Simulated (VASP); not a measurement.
# In in VASP: notebook, part 2 of 2

VASP 6.6.1. Earlier steps stand in the parts before.

## (3) Single point, PBE (strained)

Input file INCAR:

```
SYSTEM = In
ALGO = Normal ; EDIFF = 1E-6
ENCUT = 520 ; GGA = PE
ISIF = 2 ; ISMEAR = 0
LASPH = .TRUE. ; LCHARG = .FALSE.
LREAL = .FALSE. ; LWAVE = .FALSE.
NBANDS = 12 ; NELM = 100
PREC = Accurate ; SIGMA = 0.1
```

Input file KPOINTS:

```
k-points
0
G
  14 14 14
  0 0 0
```

Input file POSCAR:

```
In
1.0
   -1.8501269806      1.8463995806      1.8501269806
    1.9254279902     -1.8463995806      1.9254279902
    1.8501269806      1.8463995806     -1.8501269806
In
1
Direct
    0.0000000000      0.0000000000      0.0000000000
```

Potentials or basis: VASP PAW PBE potentials, release 64 (In_d).

Launch:

```console
> cat potpaw_PBE.64/In_d/POTCAR > POTCAR
> mpirun -np 1 vasp_std > vasp.out
```

OUTCAR:

```text
SYSTEM = In
   EDIFF = 1E-6
   ENCUT = 520
   GGA = PE
   ISIF = 2
   ISMEAR = 0
   LASPH = .TRUE.
   LREAL = .FALSE.
   NELM = 100
   PREC = Accurate

 ion  position               nearest neighbor table
   1  0.000  0.000  0.000-

  LATTYP: Found a face centered orthorhombic cell.
 ALAT       =     3.6927991612
 B/A-ratio  =     1.4170684913
 C/A-ratio  =     1.4747438235

  Lattice vectors:

 A1 = (  -0.0753010096,   0.0000000000,  -3.7755549708)
 A2 = (  -1.9254279902,   1.8463995806,  -1.9254279902)
 A3 = (   1.8501269806,   1.8463995806,  -1.8501269806)

Analysis of symmetry for initial positions (statically):
=====================================================================
 Subroutine PRICEL returns:
 Original cell was already a primitive cell.

 Routine SETGRP: Setting up the symmetry group for a
 face centered orthorhombic supercell.

 Subroutine GETGRP returns: Found  8 space group operations
 (whereof  8 operations were pure point group operations)
 out of a pool of  8 trial point group operations.

The static configuration has the point symmetry D_2h.

Analysis of symmetry for dynamics (positions and initial velocities):
=====================================================================
 Subroutine PRICEL returns:
 Original cell was already a primitive cell.

 Routine SETGRP: Setting up the symmetry group for a
 face centered orthorhombic supercell.

 Subroutine GETGRP returns: Found  8 space group operations
 (whereof  8 operations were pure point group operations)
 out of a pool of  8 trial point group operations.

The dynamic configuration has the point symmetry D_2h.

 Subroutine INISYM returns: Found  8 space group operations
 (whereof  8 operations are pure point group operations),
 and found     1 'primitive' translations

----------------------------------------------------------------------------------------

[... 110 lines left out ...]
     AMIX_MAG =   1.60;   BMIX_MAG =  1.00
  volume/ion in A,a.u.               =      26.31       177.55
  Fermi-wavevector in a.u.,A,eV,Ry     =   1.294249  2.445776 22.790847  1.675080
  Thomas-Fermi vector in A             =   2.425844
   LORBIT       =      0    0 simple, 1 ext, 2 COOP (PROOUT), +10 PAW based schemes
   GGA     = PE    functional components
   LHFCALC =     F    Hartree Fock is set to
   AEXX    =    0.0000 exact exchange contribution
   IVDW    =     0    specifies the selected vdW correction
   LEPSILON=     F    determine dielectric tensor
   LRPA    =     F    only Hartree local field effects (RPA)
 non-spin polarized calculation
 Gauss-broadening in eV      SIGMA  =   0.10
  energy-cutoff  :      520.00
  volume of cell :       26.31
 maximum number of plane-waves:       726
   NGX = 11   NGY = 13   NGZ = 11

 number of electron      12.9999996 magnetization

 Free energy of the ion-electron system (eV)
  ---------------------------------------------------
  ext. energy  EPLUGINS =         0.00000000
  ---------------------------------------------------
  free energy    TOTEN  =        -2.53865912 eV

  energy without entropy =       -2.53561683  energy(sigma->0) =       -2.53713798

 E-fermi :   7.4413     XC(G=0): -10.2279

 val. band max:        7.4310263786   @ k =   0.5000   0.4286   0.3571
 cond. band min:       7.4673357145   @ k =   0.4286  -0.4286   0.2857
 fundamental gap:      0.0363093359
 Fermi energy:         7.4412740349

 k-point     1 :       0.0000    0.0000    0.0000
  band No.  band energies     occupation
      1      -7.2507      2.00000
      2      -7.2344      2.00000
      3      -7.1779      2.00000
      4      -6.9517      2.00000
      5      -6.9365      2.00000
      6      -2.0418      2.00000
      7      17.8338      0.00000
      8      18.6585      0.00000
      9      18.8452      0.00000
     10      20.3202      0.00000
     11      20.6614      0.00000
     12      20.6730      0.00000
[... 331 lines left out ...]
 k-point    24 :       0.1429    0.1429    0.0000
  band No.  band energies     occupation
      1      -7.2730      2.00000
      2      -7.2066      2.00000
      3      -7.0169      2.00000
      4      -6.9813      2.00000
      5      -6.9418      2.00000
      6      -0.6563      2.00000
      7      11.8250      0.00000
      8      13.2673      0.00000
      9      16.0229      0.00000
     10      19.8578      0.00000
     11      20.0353      0.00000
     12      21.5954      0.00000

 [... further k-points ...]
[... 5 lines left out ...]
  --------------------------------------------------------------------------------------
  -------------------------------------------------------------------------------------
  Total        0.3531319      0.3230807      0.3531319     -0.0000000     -0.0000000     -0.0775851
  in kB       21.5046826     19.6746545     21.5046826     -0.0000000     -0.0000000     -4.7247019
  external PRESSURE =      20.8946732 kB  Pullay stress =       0.0000000 kB

 VOLUME and BASIS-vectors are now :
 -----------------------------------------------------------------------------
  energy-cutoff  :      520.00
  volume of cell :       26.31
      direct lattice vectors                 reciprocal lattice vectors
    -1.850126981  1.846399581  1.850126981    -0.005284598  0.270797289  0.264967122
     1.925427990 -1.846399581  1.925427990     0.259682524  0.000000000  0.259682524
     1.850126981  1.846399581 -1.850126981     0.264967122  0.270797289 -0.005284598

 POSITION                                       TOTAL-FORCE (eV/Angst)
 -----------------------------------------------------------------------------------
      0.00000      0.00000      0.00000         0.000000      0.000000      0.000000
 -----------------------------------------------------------------------------------
    total drift:                               -0.000000      0.000000      0.000000

  FREE ENERGIE OF THE ION-ELECTRON SYSTEM (eV)
  ---------------------------------------------------
  free  energy   TOTEN  =        -2.5386591242 eV

  energy  without entropy=       -2.5356168340  energy(sigma->0) =       -2.53713798
```

OSZICAR:

```text
N       E                     dE             d eps       ncg     rms          rms(c)
DAV:   1     0.788162649481E+02    0.78816E+02   -0.62388E+03 10444   0.136E+03
DAV:   2     0.133564182876E+01   -0.77481E+02   -0.75512E+02 10744   0.294E+02
DAV:   3    -0.247771813581E+01   -0.38134E+01   -0.38010E+01 12240   0.650E+01
DAV:   4    -0.256284206607E+01   -0.85124E-01   -0.85098E-01 12884   0.971E+00
DAV:   5    -0.256657457714E+01   -0.37325E-02   -0.37324E-02 13888   0.179E+00    0.226E+00
DAV:   6    -0.254361226469E+01    0.22962E-01   -0.35760E-02 12772   0.385E+00    0.112E+00
DAV:   7    -0.253896032268E+01    0.46519E-02   -0.11231E-02 13244   0.199E+00    0.249E-01
DAV:   8    -0.253865174678E+01    0.30858E-03   -0.85988E-04 13488   0.484E-01    0.317E-02
DAV:   9    -0.253865839505E+01   -0.66483E-05   -0.14479E-05 14728   0.491E-02    0.148E-02
DAV:  10    -0.253865912417E+01   -0.72912E-06   -0.12172E-06 11112   0.118E-02
   1 F= -.25386591E+01 E0= -.25371380E+01  d E =-.304229E-02
```

stdout:

```text
POSCAR found type information on POSCAR In
 POSCAR found :  1 types and       1 ions
 scaLAPACK will be used
 LDA part: xc-table for (Slater+PW92), standard interpolation
 POSCAR, INCAR and KPOINTS ok, starting setup
 FFT: planning ... GRIDC
 FFT: planning ... GRID_SOFT
 FFT: planning ... GRID
 WAVECAR not read
 entering main loop
```

It took 38 s on 1 thread of Intel Xeon Platinum 8488C (Sapphire Rapids), shared host; peak memory 0.24 GiB.

Results:

```
Free energy : -2.5387 eV
Pressure    : 2.1 GPa
```

Caveat: the cell differs from its parent crystal (strained); spin-orbit coupling is left out, which moves the levels of the heavy elements.

## (4) Single point, PBE (volume scaled by 0.88)

Input file INCAR:

```
PREC = Accurate
ENCUT = 520
EDIFF = 1E-6
ISMEAR = 0
SIGMA = 0.1
LREAL = False
LASPH = True
NELM = 100
ALGO = Fast
ISIF = 2
LWAVE = False
LCHARG = False
GGA = PE
NBANDS = 12
```

Input file KPOINTS:

```
Automatic mesh
0
Gamma
  16 16 16
```

Input file POSCAR:

```
In
1.0
   -1.8299925838      1.8299925838      1.8299925838
    1.8299925838     -1.8299925838      1.8299925838
    1.8299925838      1.8299925838     -1.8299925838
In
1
Direct
    0.0000000000      0.0000000000      0.0000000000
```

Potentials or basis: VASP PAW PBE potentials, release 64 (In_d).

Launch:

```console
> cat potpaw_PBE.64/In_d/POTCAR > POTCAR
> mpirun -np 1 vasp_std > vasp.out
```

OUTCAR:

```text
PREC = Accurate
   ENCUT = 520
   EDIFF = 1E-6
   ISMEAR = 0
   LREAL = False
   LASPH = True
   NELM = 100
   ISIF = 2
   GGA = PE

 ion  position               nearest neighbor table
   1  0.000  0.000  0.000-

  LATTYP: Found a body centered cubic cell.
 ALAT       =     3.6599851676

  Lattice vectors:

 A1 = (  -1.8299925838,   1.8299925838,   1.8299925838)
 A2 = (   1.8299925838,  -1.8299925838,   1.8299925838)
 A3 = (   1.8299925838,   1.8299925838,  -1.8299925838)

Analysis of symmetry for initial positions (statically):
=====================================================================
 Subroutine PRICEL returns:
 Original cell was already a primitive cell.

 Routine SETGRP: Setting up the symmetry group for a
 body centered cubic supercell.

 Subroutine GETGRP returns: Found 48 space group operations
 (whereof 48 operations were pure point group operations)
 out of a pool of 48 trial point group operations.

The static configuration has the point symmetry O_h .

Analysis of symmetry for dynamics (positions and initial velocities):
=====================================================================
 Subroutine PRICEL returns:
 Original cell was already a primitive cell.

 Routine SETGRP: Setting up the symmetry group for a
 body centered cubic supercell.

 Subroutine GETGRP returns: Found 48 space group operations
 (whereof 48 operations were pure point group operations)
 out of a pool of 48 trial point group operations.

The dynamic configuration has the point symmetry O_h .

 Subroutine INISYM returns: Found 48 space group operations
 (whereof 48 operations are pure point group operations),
 and found     1 'primitive' translations

----------------------------------------------------------------------------------------

                                     Primitive cell

  volume of cell :      24.5136

[... 107 lines left out ...]
  volume/ion in A,a.u.               =      24.51       165.43
  Fermi-wavevector in a.u.,A,eV,Ry     =   1.325114  2.504103 23.890844  1.755927
  Thomas-Fermi vector in A             =   2.454599
   LORBIT       =      0    0 simple, 1 ext, 2 COOP (PROOUT), +10 PAW based schemes
   GGA     = PE    functional components
   LHFCALC =     F    Hartree Fock is set to
   AEXX    =    0.0000 exact exchange contribution
   IVDW    =     0    specifies the selected vdW correction
   LEPSILON=     F    determine dielectric tensor
   LRPA    =     F    only Hartree local field effects (RPA)
 non-spin polarized calculation
 RMM-DIIS sequential band-by-band and
 Gauss-broadening in eV      SIGMA  =   0.10
  energy-cutoff  :      520.00
  volume of cell :       24.51
 maximum number of plane-waves:       682
   NGX = 11   NGY = 11   NGZ = 11

 number of electron      12.9999999 magnetization

 Free energy of the ion-electron system (eV)
  ---------------------------------------------------
  ext. energy  EPLUGINS =         0.00000000
  ---------------------------------------------------
  free energy    TOTEN  =        -2.49283254 eV

  energy without entropy =       -2.48938856  energy(sigma->0) =       -2.49111055

 E-fermi :   8.3119     XC(G=0): -10.5679

 val. band max:        8.2978351322   @ k =  -0.3125   0.5000   0.1250
 cond. band min:       8.3159055155   @ k =  -0.3750   0.4375   0.1875
 fundamental gap:      0.0180703834
 Fermi energy:         8.3119013715

 k-point     1 :       0.0000    0.0000    0.0000
  band No.  band energies     occupation
      1      -6.4766      2.00000
      2      -6.4766      2.00000
      3      -6.4766      2.00000
      4      -6.1492      2.00000
      5      -6.1492      2.00000
      6      -1.7135      2.00000
      7      20.1558      0.00000
      8      20.1558      0.00000
      9      20.1558      0.00000
     10      21.4912      0.00000
     11      21.4912      0.00000
     12      21.4912      0.00000
[... 331 lines left out ...]
 k-point    24 :       0.2500    0.1875    0.0000
  band No.  band energies     occupation
      1      -6.5524      2.00000
      2      -6.4395      2.00000
      3      -6.2010      2.00000
      4      -6.1848      2.00000
      5      -6.0790      2.00000
      6       1.9154      2.00000
      7       9.5446      0.00000
      8      11.4256      0.00000
      9      15.4710      0.00000
     10      20.6434      0.00000
     11      21.8477      0.00000
     12      24.4366      0.00000

 [... further k-points ...]
[... 5 lines left out ...]
  --------------------------------------------------------------------------------------
  -------------------------------------------------------------------------------------
  Total        0.8958586      0.8958586      0.8958586      0.0000000      0.0000000     -0.0000000
  in kB       58.5520448     58.5520448     58.5520448      0.0000000      0.0000000     -0.0000000
  external PRESSURE =      58.5520448 kB  Pullay stress =       0.0000000 kB

 VOLUME and BASIS-vectors are now :
 -----------------------------------------------------------------------------
  energy-cutoff  :      520.00
  volume of cell :       24.51
      direct lattice vectors                 reciprocal lattice vectors
    -1.829992584  1.829992584  1.829992584     0.000000000  0.273225151  0.273225151
     1.829992584 -1.829992584  1.829992584     0.273225151  0.000000000  0.273225151
     1.829992584  1.829992584 -1.829992584     0.273225151  0.273225151  0.000000000

 POSITION                                       TOTAL-FORCE (eV/Angst)
 -----------------------------------------------------------------------------------
      0.00000      0.00000      0.00000         0.000000      0.000000      0.000000
 -----------------------------------------------------------------------------------
    total drift:                               -0.000000      0.000000      0.000000

  FREE ENERGIE OF THE ION-ELECTRON SYSTEM (eV)
  ---------------------------------------------------
  free  energy   TOTEN  =        -2.4928325398 eV

  energy  without entropy=       -2.4893885582  energy(sigma->0) =       -2.49111055
```

Run time: 42 s. Hardware: 1 thread of Intel Xeon 8259CL, shared host; peak memory 0.17 GiB.

What came out:

```
Free energy : -2.4928 eV
Pressure    : 5.9 GPa
```

Levels at points of the mesh, in eV from the Fermi level:
```
           k point  band 3  band 4  band 5  band 6  band 7  band 8  band 9  band 10
(0.00, 0.00, 0.00)  -14.79  -14.46  -14.46  -10.03   11.84   11.84   11.84    13.18
(0.50, 0.00, 0.00)  -14.48  -14.46  -14.26   -3.94   -3.49    6.22    7.55    10.46
(0.50, 0.50, 0.50)  -14.31  -14.31  -14.31    1.24    1.24    1.24    1.51     5.38
```

Caveat: spin-orbit coupling is left out, which moves the levels of the heavy elements.

## (5) Single point, PBE (volume scaled by 0.94)

Input file INCAR:

```
PREC     = Accurate       # precision mode
ENCUT    = 520            # plane-wave cutoff, eV
EDIFF    = 1E-7           # SCF threshold, eV
ISMEAR   = 0              # smearing method
SIGMA    = 0.1            # smearing width, eV
LREAL    = False          # projectors in reciprocal space
LASPH    = True           # aspherical terms in the spheres
NELM     = 60             # most SCF steps
ALGO     = Fast           # electronic algorithm
ISIF     = 2              # what is computed and relaxed
LWAVE    = False          # write WAVECAR
LCHARG   = False          # write CHGCAR
GGA      = PE             # functional
NBANDS   = 12             # bands
```

KPOINTS is that of step 4.

Input file POSCAR:

```
In
1.0
   -1.8706723348      1.8706723348      1.8706723348
    1.8706723348     -1.8706723348      1.8706723348
    1.8706723348      1.8706723348     -1.8706723348
In
1
Direct
    0.0000000000      0.0000000000      0.0000000000
```

Potentials or basis: VASP PAW PBE potentials, release 64 (In_d).

Launch:

```console
> cat potpaw_PBE.64/In_d/POTCAR > POTCAR
> mpirun -np 1 vasp_std > vasp.out
```

OUTCAR:

```text
PREC = Accurate
   ENCUT = 520
   EDIFF = 1E-7
   ISMEAR = 0
   LREAL = False
   LASPH = True
   NELM = 60
   ISIF = 2
   GGA = PE

 ion  position               nearest neighbor table
   1  0.000  0.000  0.000-

  LATTYP: Found a body centered cubic cell.
 ALAT       =     3.7413446696

  Lattice vectors:

 A1 = (  -1.8706723348,   1.8706723348,   1.8706723348)
 A2 = (   1.8706723348,  -1.8706723348,   1.8706723348)
 A3 = (   1.8706723348,   1.8706723348,  -1.8706723348)

Analysis of symmetry for initial positions (statically):
=====================================================================
 Subroutine PRICEL returns:
 Original cell was already a primitive cell.

 Routine SETGRP: Setting up the symmetry group for a
 body centered cubic supercell.

 Subroutine GETGRP returns: Found 48 space group operations
 (whereof 48 operations were pure point group operations)
 out of a pool of 48 trial point group operations.

The static configuration has the point symmetry O_h .

Analysis of symmetry for dynamics (positions and initial velocities):
=====================================================================
 Subroutine PRICEL returns:
[... 161 lines left out ...]
 Fermi energy:         7.5308625584

 k-point     1 :       0.0000    0.0000    0.0000
  band No.  band energies     occupation
      1      -7.1651      2.00000
      2      -7.1651      2.00000
      3      -7.1651      2.00000
      4      -6.8880      2.00000
      5      -6.8880      2.00000
      6      -2.0180      2.00000
      7      18.6250      0.00000
      8      18.6250      0.00000
      9      18.6250      0.00000
     10      20.5208      0.00000
     11      20.5208      0.00000
     12      20.5208      0.00000
[... 331 lines left out ...]
 k-point    24 :       0.2500    0.1875    0.0000
  band No.  band energies     occupation
      1      -7.2250      2.00000
      2      -7.1273      2.00000
      3      -6.9317      2.00000
      4      -6.9170      2.00000
      5      -6.8273      2.00000
      6       1.4054      2.00000
      7       8.6512      0.00000
      8      10.5356      0.00000
      9      14.3947      0.00000
     10      19.4158      0.00000
     11      20.5170      0.00000
     12      23.0566      0.00000

 [... further k-points ...]
[... 5 lines left out ...]
  --------------------------------------------------------------------------------------
  -------------------------------------------------------------------------------------
  Total        0.3970445      0.3970445      0.3970445     -0.0000000     -0.0000000      0.0000000
  in kB       24.2938648     24.2938648     24.2938648     -0.0000000     -0.0000000      0.0000000
  external PRESSURE =      24.2938648 kB  Pullay stress =       0.0000000 kB

 VOLUME and BASIS-vectors are now :
 -----------------------------------------------------------------------------
  energy-cutoff  :      520.00
  volume of cell :       26.19
      direct lattice vectors                 reciprocal lattice vectors
    -1.870672335  1.870672335  1.870672335     0.000000000  0.267283581  0.267283581
     1.870672335 -1.870672335  1.870672335     0.267283581  0.000000000  0.267283581
     1.870672335  1.870672335 -1.870672335     0.267283581  0.267283581  0.000000000

 POSITION                                       TOTAL-FORCE (eV/Angst)
 -----------------------------------------------------------------------------------
      0.00000      0.00000      0.00000         0.000000      0.000000      0.000000
 -----------------------------------------------------------------------------------
    total drift:                               -0.000000      0.000000     -0.000000

  FREE ENERGIE OF THE ION-ELECTRON SYSTEM (eV)
  ---------------------------------------------------
  free  energy   TOTEN  =        -2.5362140328 eV

  energy  without entropy=       -2.5325684540  energy(sigma->0) =       -2.53439124
```

Wall time 59 s (1 thread of Intel Xeon 8259CL, shared host); peak memory 0.17 GiB.

Results:

| Property | Result |
| --- | --- |
| Free energy | -2.5362 eV |
| Pressure | 2.4 GPa |

Caveat: spin-orbit coupling is left out, which moves the levels of the heavy elements.

## (6) The runs side by side

```csv
cell,k mesh,gap on the mesh (eV),pressure (GPa)
"a = 3.261 Å, angles 109.5°, 1 atom",14 × 14 × 14,none,1.4
"a = 3.202, b = 3.290 Å, angles 108.9, 109.6, 108.9°, 1 atom",14 × 14 × 14,none,2.1
"a = 3.170 Å, angles 109.5°, 1 atom",16 × 16 × 16,none,5.9
"a = 3.240 Å, angles 109.5°, 1 atom",16 × 16 × 16,none,2.4
```

Alike in all rows: task single point; level PBE; potentials or basis VASP PAW PBE potentials, release 64 (In_d); no spin polarisation; cutoff (eV) 520; smearing gaussian 0.1 eV.

Caveats: spin-orbit coupling is left out, which moves the levels of the heavy elements.

Absolute energies hang on the potentials; compare differences alone.
